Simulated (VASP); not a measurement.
Write the native input for VASP 6.6.1 that does the following.

* Task: relaxation of cell and atoms
* Functional: PBE
* Dispersion: D3(BJ)
* Potentials or basis: VASP PAW PBE potentials, release 64 (Bi_d, As)
* Cutoff: 600 eV
* k mesh: 12 × 12 × 4
* Occupations: gaussian, width 0.02 eV
* Spin: no spin polarisation
* Dipole correction: no
* Further INCAR settings: ALGO = Normal; EDIFF = 1e-06; IBRION = 2; EDIFFG = -0.01; NSW = 100; ISIF = 3

The structure of BiAs lies in POSCAR:

```
BiAs
1.0
    4.0841433078      0.0000000000      0.0000000000
   -2.0420716539      3.5369718573      0.0000000000
    0.0000000000      0.0000000000      8.6269066219
Bi As
2 2
Direct
    0.0000000000      0.0000000000      0.7120518624
    0.0000000000      0.0000000000      0.2879481376
    0.3333333333      0.6666666667      0.8849066638
    0.6666666667      0.3333333333      0.1150933362
```

One way to write it, as run:

INCAR

```
PREC = Accurate
ENCUT = 600
EDIFF = 1E-6
ISMEAR = 0
SIGMA = 0.02
LREAL = False
LASPH = True
NELM = 60
ALGO = Normal
ISIF = 3
LWAVE = False
LCHARG = False
GGA = PE
IVDW = 12
IBRION = 2
NSW = 100
EDIFFG = -0.01
```

KPOINTS

```
regular mesh
0
Gamma
  12 12 4
```

Potentials or basis: VASP PAW PBE potentials, release 64 (Bi_d, As).

Launch:

```sh
$ cat potpaw_PBE.64/Bi_d/POTCAR potpaw_PBE.64/As/POTCAR > POTCAR
$ mpirun -np 1 vasp_std > vasp.out
```

It gave:

```
Relaxed volume                        : 30.64 Å³/atom
Relaxed cell                          : a = 4.056 Å, b = 4.056 Å, c = 8.605 Å, α = 90.00°, β = 90.00°, γ = 120.00°
Space group after relaxing (to 0.1 Å) : P-3m1 (No. 164)
Energy gained by relaxing             : 2.5 meV/atom
Ionic steps                           : 7
Pressure after relaxing               : 0.0 GPa
Largest force after relaxing          : 0.009 eV/Å
Band gap on the k mesh                : zero (bands 20 and 21 overlap by 0.52 eV)
Dispersion energy per atom            : -0.403 eV
```

Caveat: spin-orbit coupling is left out, which moves the levels of the heavy elements.

Run time: 8.4 min on 1 thread of Intel(R) Xeon(R) 6975P-C (Granite Rapids) (shared host), peak memory 0.47 GiB.
